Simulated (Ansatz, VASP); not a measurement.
This is a calculation of Al2O3 for Ansatz 0.2.0.

File input.yaml:

```yaml
crystal:
  lattice:
    - [2.8843249483, 0.0, 0.0]
    - [-1.4421624742, 2.497898678, 0.0]
    - [0.0, 0.0, 9.33675446]
  atoms:
    - { symbol: Al, position: [0.0, 0.0, 0.85000767] }
    - { symbol: Al, position: [0.0, 0.0, 0.14999233] }
    - { symbol: O, position: [0.3333333333, 0.6666666667, 0.77768308] }
    - { symbol: O, position: [0.6666666667, 0.3333333333, 0.0] }
    - { symbol: O, position: [0.3333333333, 0.6666666667, 0.22231692] }
hamiltonian:
  xc: revpbe
  pseudopotentials: { kind: paw }
  dispersion: d3bj
kpoints:
  mp_grid: { grid: [11, 11, 3] }
scf:
  occupations: { method: fermi_dirac, width: 0.05 }
output:
  forces: true
  stress: true
  eigenvalues: true
relax:
  f_tol: 0.01
  max_steps: 40
  cell: { stress_tol: 0.05 }
```

Potentials or basis: Ansatz PAW.

The run is started by

```bash
$ ansatz run input.yaml --threads 1 --pin off --max-ram 3584MiB --backend cpu --events-out ev --progress --plain --runs-dir out
```

Task: Translate it to VASP 6.6.1. Potentials there: VASP PAW PBE potentials, release 64 (Al, O).

Result: As run (the cutoff follows the program's own potentials):

Contents of INCAR:

```
PREC = Accurate ; ENCUT = 600
EDIFF = 1E-6 ; ISMEAR = -1
SIGMA = 0.05 ; LREAL = F
LASPH = T ; NELM = 100
ALGO = Normal ; ISIF = 3
LWAVE = F ; LCHARG = F
GGA = RE ; IVDW = 12
IBRION = 2 ; NSW = 60
EDIFFG = -0.01
```

The input KPOINTS:

```
Automatic mesh
0
Gamma
  11 11 3
```

The input POSCAR:

```
Al2O3
1.0
    2.8843249483      0.0000000000      0.0000000000
   -1.4421624742      2.4978986780      0.0000000000
    0.0000000000      0.0000000000      9.3367544600
Al O
2 3
Direct
    0.0000000000      0.0000000000      0.8500076700
    0.0000000000      0.0000000000      0.1499923300
    0.3333333333      0.6666666667      0.7776830800
    0.6666666667      0.3333333333      0.0000000000
    0.3333333333      0.6666666667      0.2223169200
```

Potentials or basis: VASP PAW PBE potentials, release 64 (Al, O).

The run is started by

```bash
$ cat potpaw_PBE.64/Al/POTCAR potpaw_PBE.64/O/POTCAR > POTCAR
$ mpirun -np 1 vasp_std > vasp.out
```

Both were run:

|  | VASP | Ansatz | Ansatz less VASP |
| --- | --- | --- | --- |
| gap on the k mesh at the Fermi level, each at its own relaxed structure (eV) | 4.58 | 4.59 | +0.004 |
| relaxed volume (Å³/atom) | 10.16 | 10.20 | +0.047 |
| relaxed cell length with the largest relative difference (Å) | 7.150 | 7.175 | +0.0243 |

VASP's potentials were made for PBE, not for revPBE.

Noted on VASP's run: the volume moved by over 15 % at a fixed basis, so the end points are rough. Noted on Ansatz's run: the volume moved by over 15 % at a fixed basis, so the end points are rough; odd divisions of the mesh miss points on the zone boundary, where band edges often lie, so the gap on the mesh can be too wide; the plane-wave basis is chosen anew once the cell has moved, so the energies of steps on either side of that aren't comparable.
